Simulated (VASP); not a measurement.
AlSn: single point with LDA

The system is AlSn.

```
CELL_PARAMETERS angstrom
4.19811 0.00000 0.00000
-2.09905 3.63567 0.00000
0.00000 0.00000 3.30685
ATOMIC_POSITIONS crystal
Al 0.00000 0.00000 0.00000
Sn 0.33333 0.66667 0.50000
```

```yaml
Program: VASP 6.6.1
Task: single point
Functional: LDA
Potentials_or_basis: VASP PAW LDA potentials, release 64 (Al, Sn_d)
Cutoff: 500 eV
k_mesh: 6 × 6 × 4
Occupations: gaussian, width 0.1 eV
Spin: no spin polarisation
```

| Property | Result |
| --- | --- |
| Pressure | -2.2 GPa |

Stress tensor (GPa, compression positive):
```
-5.50  0.00  0.00
 0.00 -5.50  0.00
 0.00  0.00  4.54
```

Levels at points of the mesh, in eV from the Fermi level:
```
           k point  band 6  band 7  band 8  band 9  band 10  band 11
(0.00, 0.00, 0.00)  -10.25    0.00    0.00    0.82     2.78     3.36
(0.50, 0.00, 0.00)   -8.44   -6.11   -1.61    0.78     4.59     6.66
(0.00, 0.00, 0.50)   -7.27   -5.96    2.86    2.86     3.82     3.82
(0.50, 0.00, 0.50)   -5.60   -3.96   -2.96   -2.10     1.36     2.65
```

Run time: 10 s on 1 thread of Intel(R) Xeon(R) Platinum 8375C CPU @ 2.90GHz (Ice Lake), on a shared host, peak memory 0.14 GiB.

Caveat: the k points lie up to 0.48 Å⁻¹ apart; spin-orbit coupling is left out, which moves the levels of the heavy elements.
